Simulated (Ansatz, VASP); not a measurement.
**TiO2 in VASP and in Ansatz**

```
Ti O
1.0
     4.53510    0.00000    0.00000
     0.00000    4.53510    0.00000
     0.00000    0.00000    3.20100
Ti O
2 4
Direct
  0.00000 0.00000 0.00000
  0.50000 0.50000 0.50000
  0.30510 0.30510 0.00000
  0.19490 0.80510 0.50000
  0.69490 0.69490 0.00000
  0.80510 0.19490 0.50000
```

Alike in both runs: task single point; functional PBE; k mesh 6 × 6 × 10; occupations gaussian, width 0.05 eV; no spin polarisation.

|  | VASP | Ansatz |
| --- | --- | --- |
| version | VASP 6.6.1 | Ansatz 0.2.0 |
| potentials or method | VASP PAW PBE potentials, release 64 (Ti_sv, O), cutoff 520 eV | scalar-relativistic, plane waves, PAW |
| valence electrons in the cell | 48 | 48 |

|  | VASP | Ansatz | Ansatz less VASP |
| --- | --- | --- | --- |
| gap on the k mesh at the Fermi level (eV) | 1.70 | 1.73 | +0.031 |
| least direct gap on the mesh (eV) | 1.70 | 1.73 | +0.031 |
| pressure (GPa) | -8.3 | -8.9 | -0.61 |
| traceless stress, the component that is largest in VASP (GPa) | -14.57 | -14.65 | -0.081 |
| rms of the force components (eV/Å) | 0.003 | 0.006 | +0.0032 |

Atom by atom the forces differ by 0.003 eV/Å (rms over components). The functional is the same, so the differences come from potentials, cutoffs and numerics.
